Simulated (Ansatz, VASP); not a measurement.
**ZnS: VASP beside Ansatz**

File INCAR:

```
  ALGO = Normal
  EDIFF = 1E-6
  ENCUT = 520
  GGA = PS
  ISIF = 2
  ISMEAR = 0
  LASPH = T
  LCHARG = T
  LELF = T
  LREAL = F
  LVHAR = T
  LWAVE = F
  NBANDS = 16
  NELM = 80
  PREC = Accurate
  SIGMA = 0.05
```

Contents of KPOINTS:

```
k-points
0
Gamma
  10 10 10
```

POSCAR

```
ZnS
1.0
    0.0000000000      2.4781634936      3.2216125417
    2.4781634936      0.0000000000      3.2216125417
    2.4781634936      2.4781634936      0.0000000000
Zn S
1 1
Direct
    0.0000000000      0.0000000000      0.0000000000
    0.7500000000      0.7500000000      0.7500000000
```

Input for Ansatz:

```yaml
crystal:
  lattice:
    - [0.0, 2.4781634936, 3.2216125417]
    - [2.4781634936, 0.0, 3.2216125417]
    - [2.4781634936, 2.4781634936, 0.0]
  atoms:
    - { symbol: Zn, position: [0.0, 0.0, 0.0] }
    - { symbol: S, position: [0.75, 0.75, 0.75] }
basis:
  ecutwfc: 420
kpoints:
  mp_grid: { grid: [10, 10, 10] }
hamiltonian:
  xc: pbesol
scf:
  occupations: { method: gaussian, width: 0.05 }
output:
  forces: true
  stress: true
  eigenvalues: true
```

Alike in both runs: task single point; functional PBEsol; k mesh 10 × 10 × 10; occupations gaussian, width 0.05 eV; no spin polarisation.

|  | VASP | Ansatz |
| --- | --- | --- |
| version | VASP 6.6.1 | Ansatz 0.2.0 |
| potentials or method | VASP PAW PBE potentials, release 64 (Zn, S), cutoff 520 eV | scalar-relativistic, plane waves, PAW |
| valence electrons in the cell | 18 | 18 |

|  | VASP | Ansatz | Ansatz less VASP |
| --- | --- | --- | --- |
| gap on the k mesh at the Fermi level (eV) | 1.06 | 1.06 | -0.004 |
| least direct gap on the mesh (eV) | 1.06 | 1.06 | -0.004 |
| pressure (GPa) | -3.3 | -3.5 | -0.17 |
| traceless stress, the component that is largest in VASP (GPa) | -11.42 | -11.49 | -0.063 |

VASP's potentials were made for PBE, not for PBEsol.
